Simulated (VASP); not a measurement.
The system is TePb.

```
Pb Te
1.0
     0.00000    3.22000    3.22000
     3.22000    0.00000    3.22000
     3.22000    3.22000    0.00000
Pb Te
1 1
Direct
  0.00000 0.00000 0.00000
  0.50000 0.50000 0.50000
```

* Program: VASP 6.6.1
* Task: relaxation of cell and atoms
* Functional: LDA
* Potentials or basis: VASP PAW LDA potentials, release 64 (Pb_d, Te)
* Cutoff: 500 eV
* k mesh: 8 × 8 × 8
* Occupations: gaussian, width 0.02 eV
* Spin: no spin polarisation

At the start: pressure -1.2 GPa; volume 33.39 Å³/atom.

Problem. Where does the relaxation end?

Solution. Over 3 steps the energy falls by 3.3 meV/atom and the volume is 32.53 Å³/atom (-2.6 %); space group Fm-3m (No. 225, to 0.1 Å) before and after.

The path:
```
step  energy change (eV)  largest force (eV/Å)  pressure (GPa)  volume (Å³)
   1              0.0000                0.0000           -1.21        66.77
   2             -0.0055                0.0000            0.53        64.37
   3             -0.0066                0.0000           -0.01        65.05
```

Final structure:
```xyz
2
Lattice="0.0000 3.1921 3.1921 3.1921 0.0000 3.1921 3.1921 3.1921 0.0000" Properties=species:S:1:pos:R:3 pbc="T T T"
Pb    0.0000    0.0000    0.0000
Te    3.1921    3.1921    3.1921
```
